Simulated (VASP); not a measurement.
Runs of VASP 6.6.1 on ZnAu. The structure is that of space group Pm-3m (No. 221), or close to it. The cells are those of the table. 

```tsv
task	cell	cutoff (eV)	gap on the mesh (eV)	pressure (GPa)
single point	a = 3.274 Å, 2 atoms	520	none	-7.4
single point	a = 3.255 Å, 2 atoms	520	none	(a)
relaxation of cell and atoms	relaxed from a = 3.147 Å, 2 atoms	600	none	0.0
single point	a = 3.044 Å, 2 atoms	520	none	23.4
single point	a = 3.263 Å, 2 atoms	520	none	-6.7
```

Alike in all rows: level PBE; potentials or basis VASP PAW PBE potentials, release 64 (Zn, Au); no spin polarisation; k mesh 14 × 14 × 14; smearing gaussian 0.1 eV.

Q: Fill in the values left out.

A: (a) -6.1.

Caveats: spin-orbit coupling is left out, which moves the levels of the heavy elements; the cell stands under tension (at least some runs); the cell stands under pressure (at least some runs).

A k mesh can miss the band edges, and the runs leave out spin-orbit coupling on Au.

A gap of «none» marks levels without a gap at the run's occupations.
